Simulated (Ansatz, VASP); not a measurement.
**Two plane-wave programs on Tl3Ge2H**

Contents of INCAR:

```
SYSTEM = Tl3Ge2H
ALGO     = Normal         ! electronic algorithm
EDIFF    = 1E-7           ! SCF threshold, eV
EDIFFG   = -0.04          ! ionic threshold
ENCUT    = 600            ! plane-wave cutoff, eV
GGA      = PE             ! functional
IBRION   = 2              ! ionic algorithm
ISIF     = 3              ! what is computed and relaxed
ISMEAR   = 0              ! smearing method
LASPH    = .True.         ! aspherical terms in the spheres
LCHARG   = .False.        ! write CHGCAR
LREAL    = .False.        ! projectors in reciprocal space
LWAVE    = .False.        ! write WAVECAR
NELM     = 80             ! most SCF steps
NSW      = 90             ! ionic steps
PREC     = Accurate       ! precision mode
SIGMA    = 0.1            ! smearing width, eV
```

KPOINTS

```
k-points
0
Gamma
  3 3 4
  0 0 0
```

File POSCAR:

```
Tl3Ge2H
1.0
    6.4854956500      0.0000000000      0.0000000000
   -3.2427478300      5.6166039900      0.0000000000
    0.0000000000      0.0000000000      3.8122417300
Tl Ge H
3 2 1
Direct
    0.0000000000      0.5000000000      0.0000000000
    0.5000000000      0.0000000000      0.0000000000
    0.5000000000      0.5000000000      0.0000000000
    0.3333333300      0.6666666700      0.5000000000
    0.6666666700      0.3333333300      0.5000000000
    0.0000000000      0.0000000000      0.5000000000
```

Input for Ansatz:

```yaml
crystal:
  lattice:
    - [6.48549565, 0.0, 0.0]
    - [-3.24274783, 5.61660399, 0.0]
    - [0.0, 0.0, 3.81224173]
  atoms:
    - { symbol: Tl, position: [0.0, 0.5, 0.0] }
    - { symbol: Tl, position: [0.5, 0.0, 0.0] }
    - { symbol: Tl, position: [0.5, 0.5, 0.0] }
    - { symbol: Ge, position: [0.33333333, 0.66666667, 0.5] }
    - { symbol: Ge, position: [0.66666667, 0.33333333, 0.5] }
    - { symbol: H, position: [0.0, 0.0, 0.5] }
basis:
  ecutwfc: 420
kpoints:
  mp_grid: { grid: [3, 3, 4] }
hamiltonian:
  xc: pbe
scf:
  occupations: { method: gaussian, width: 0.1 }
  lower_state_search: "off"
output:
  forces: true
  stress: true
  eigenvalues: true
relax:
  adjacent_minimum: "off"
  f_tol: 0.04
  max_steps: 70
  cell: { stress_tol: 0.4 }
```

Change from the starting cell: species swapped into the TmB2Rh3 type (P6/mmm, No. 191).

Alike in both runs: task relaxation of cell and atoms; functional PBE; k mesh 3 × 3 × 4; occupations gaussian, width 0.1 eV; no spin polarisation.

```csv
,VASP,Ansatz
version,VASP 6.6.1,Ansatz 0.2.0
potentials or method,"VASP PAW PBE potentials, release 64 (Tl_d, Ge_d, H), cutoff 600 eV","scalar-relativistic, plane waves, PAW"
valence electrons in the cell,68,68
```

Ansatz gave:

| Quantity | Value |
| --- | --- |
| gap on the k mesh at the Fermi level, each at its own relaxed structure (eV) | none |
| relaxed volume (Å³/atom) | 30.89 |
| relaxed length of the cell vector where the two differ most in proportion (Å) | 4.271 |

Problem. What did VASP give for the same quantities?

Solution. gap on the k mesh at the Fermi level, each at its own relaxed structure (eV): none; relaxed volume (Å³/atom): 30.95; relaxed length of the cell vector where the two differ most in proportion (Å): 4.300.

A gap of «none» marks a metal or a gap that the smearing closes.

The k mesh is coarse, so the values compare programs but aren't converged. Spin-orbit coupling is off throughout. Noted on VASP's run: the volume moved by over 15 % at a fixed basis, so the end points are rough.
